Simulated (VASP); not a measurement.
Write the native input for VASP 6.6.1 that does the following.

```yaml
Task: single point
Functional: PBE
Potentials_or_basis: VASP PAW PBE potentials, release 64 (Ca_sv, H)
Cutoff: 520 eV
k_mesh: 10 × 10 × 10
Occupations: gaussian, width 0.1 eV
Spin: no spin polarisation
Dipole_correction: no
Further_INCAR_settings: ALGO = Normal; EDIFF = 1e-06; NBANDS = 24
```

The structure of Ca3H lies in POSCAR:

```
Ca3H
1.0
    5.1565661985      0.0000000000      0.0000000000
    0.0000000000      5.1565661985      0.0000000000
    0.0000000000      0.0000000000      5.1565661985
Ca H
3 1
Direct
    0.5000000000      0.5000000000      0.0000000000
    0.5000000000      0.0000000000      0.5000000000
    0.0000000000      0.5000000000      0.5000000000
    0.0000000000      0.0000000000      0.0000000000
```

These files were run (other wordings do the same):

INCAR

```
SYSTEM = Ca3H
ALGO     = Normal         ! electronic algorithm
EDIFF    = 1E-6           ! SCF threshold, eV
ENCUT    = 520            ! plane-wave cutoff, eV
GGA      = PE             ! functional
ISIF     = 2              ! what is computed and relaxed
ISMEAR   = 0              ! smearing method
LASPH    = .True.         ! aspherical terms in the spheres
LCHARG   = .False.        ! write CHGCAR
LREAL    = .False.        ! projectors in reciprocal space
LWAVE    = .False.        ! write WAVECAR
NBANDS   = 24             ! bands
NELM     = 80             ! most SCF steps
PREC     = Accurate       ! precision mode
SIGMA    = 0.1            ! smearing width, eV
```

KPOINTS

```
k-points
0
Gamma
  10 10 10
  0 0 0
```

Potentials or basis: VASP PAW PBE potentials, release 64 (Ca_sv, H).

Launch:

```console
$ cat potpaw_PBE.64/Ca_sv/POTCAR potpaw_PBE.64/H/POTCAR > POTCAR
$ mpirun -np 1 vasp_std > vasp.out
```

Results of the run:

| Item | Value |
| --- | --- |
| Pressure | 0.0 GPa |
| Band gap on the k mesh | zero (an odd number of electrons rules out a gap without spin polarisation) |

Wall time 3.8 min on 1 thread of Intel Xeon 8259CL, with other jobs on the host, peak memory 0.33 GiB.
